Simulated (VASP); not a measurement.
**TiB2: relaxation of cell and atoms with PBEsol+D4**

The system is TiB2.

```
Ti B
1.0
     3.02920    0.00000    0.00000
    -1.51460    2.62336    0.00000
     0.00000    0.00000    3.22840
Ti B
1 2
Cartesian
  0.0000 0.0000 0.0000
  1.5146 0.8745 1.6142
  0.0000 1.7489 1.6142
```

```
Program                : VASP 6.6.1
Task                   : relaxation of cell and atoms
Functional             : PBEsol
Dispersion             : D4
Potentials or basis    : VASP PAW PBE potentials, release 64 (Ti_sv, B)
Cutoff                 : 600 eV
k mesh                 : 10 × 10 × 8
Occupations            : fermi-dirac, width 0.05 eV
Spin                   : no spin polarisation
Dipole correction      : no
Further INCAR settings : ALGO = Normal; EDIFF = 1e-06; IBRION = 2; EDIFFG = -0.01; NSW = 60; ISIF = 3
```

```json
{
 "Relaxed volume": "8.24 Å³/atom",
 "Relaxed cell": "a = 3.005 Å, b = 3.005 Å, c = 3.161 Å, α = 90.00°, β = 90.00°, γ = 120.00°",
 "Space group after relaxing (to 0.1 Å)": "P6/mmm (No. 191)",
 "Energy gained by relaxing": "9.7 meV/atom",
 "Ionic steps": "4",
 "Pressure after relaxing": "0.0 GPa",
 "Band gap on the k mesh": "zero (bands 9 and 10 overlap by 0.79 eV)",
 "Dispersion energy per atom": "-0.206 eV"
}
```

Step by step:
```
step  energy change (eV)  largest force (eV/Å)  pressure (GPa)  volume (Å³)
   1              0.0000                0.0000           -8.96        25.66
   2             -0.0042                0.0000            9.87        23.92
   3             -0.0277                0.0000            0.28        24.73
   4             -0.0292                0.0000           -0.01        24.73
```

Final structure:
```
Ti B
1.0
     3.00541    0.00000    0.00000
    -1.50271    2.60276    0.00000
     0.00000    0.00000    3.16127
Ti B
1 2
Direct
  0.00000 0.00000 0.00000
  0.66667 0.33333 0.50000
  0.33333 0.66667 0.50000
```

Levels at points of the mesh, in eV from the Fermi level:
| k point | band 5 | band 6 | band 7 | band 8 | band 9 | band 10 | band 11 | band 12 | band 13 |
| --- | --- | --- | --- | --- | --- | --- | --- | --- | --- |
| (0.00, 0.00, 0.00) | -13.57 | -2.68 | -2.68 | -2.12 | -2.08 | 2.09 | 2.09 | 4.02 | 4.02 |
| (0.50, 0.00, 0.00) | -9.45 | -9.17 | -3.25 | -3.16 | -2.32 | 1.52 | 2.94 | 3.47 | 3.65 |
| (0.00, 0.00, 0.50) | -11.46 | -7.67 | -0.48 | -0.48 | -0.20 | -0.20 | 0.53 | 0.53 | 1.97 |
| (0.50, 0.00, 0.50) | -9.79 | -7.47 | -4.74 | -3.89 | -3.08 | 2.80 | 3.15 | 4.94 | 4.99 |

Run time: 2 min on 1 thread of Intel Xeon 8259CL, with other jobs on the host, peak memory 0.17 GiB.

Caveat: the PAW data sets were made with another functional, which shifts forces and pressure a little.
